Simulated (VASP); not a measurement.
Set up this calculation in VASP 6.6.1, as the native input.

```yaml
Task: single point
Functional: PBE
Potentials_or_basis: VASP PAW PBE potentials, release 64 (Ta_pv, Mo_sv)
Cutoff: 520 eV
k_mesh: 4 × 4 × 4
Occupations: gaussian, width 0.2 eV
Spin: no spin polarisation
Dipole_correction: no
Further_INCAR_settings: ALGO = Normal; EDIFF = 1e-06; NBANDS = 49
```

The structure of Ta6Mo lies in POSCAR:

```
Ta6Mo
1.0
    2.3248184949      1.3422345838      6.6921895445
   -2.3248184949      1.3422345838      6.6921895445
    0.0000000000     -2.6844691677      6.6921895445
Ta Mo
6 1
Direct
    0.8584314877      0.8584314877      0.8584314877
    0.5698447881      0.5698447881      0.5698447881
    0.1415685123      0.1415685123      0.1415685123
    0.4301552119      0.4301552119      0.4301552119
    0.7124684009      0.7124684009      0.7124684009
    0.2875315991      0.2875315991      0.2875315991
    0.0000000000      0.0000000000      0.0000000000
```

One way to write it, as run:

INCAR

```
SYSTEM = Ta6Mo
PREC     = Accurate       ! precision mode
ENCUT    = 520            ! plane-wave cutoff, eV
EDIFF    = 1E-6           ! SCF threshold, eV
ISMEAR   = 0              ! smearing method
SIGMA    = 0.2            ! smearing width, eV
LREAL    = .False.        ! projectors in reciprocal space
LASPH    = .True.         ! aspherical terms in the spheres
NELM     = 60             ! most SCF steps
ALGO     = Normal         ! electronic algorithm
ISIF     = 2              ! what is computed and relaxed
LWAVE    = .False.        ! write WAVECAR
LCHARG   = .False.        ! write CHGCAR
GGA      = PE             ! functional
NBANDS   = 49             ! bands
```

KPOINTS

```
Automatic mesh
0
Gamma
  4 4 4
  0 0 0
```

Potentials or basis: VASP PAW PBE potentials, release 64 (Ta_pv, Mo_sv).

Launch:

```sh
$ cat potpaw_PBE.64/Ta_pv/POTCAR potpaw_PBE.64/Mo_sv/POTCAR > POTCAR
$ mpirun -np 1 vasp_std > vasp.out
```

Results of the run:

```json
{"Pressure": "0.1 GPa", "Largest force": "0.018 eV/Å", "Band gap on the k mesh": "zero (band 40 reaches 6.63 eV, above the bottom of band 41 at 6.03 eV)"}
```

Caveat: the k points lie up to 0.40 Å⁻¹ apart; spin-orbit coupling is left out, which moves the levels of the heavy elements.

Run time: 2.9 min on 1 thread of Intel(R) Xeon(R) Platinum 8375C CPU @ 2.90GHz (Ice Lake), with other jobs on the host, peak memory 0.4 GiB.
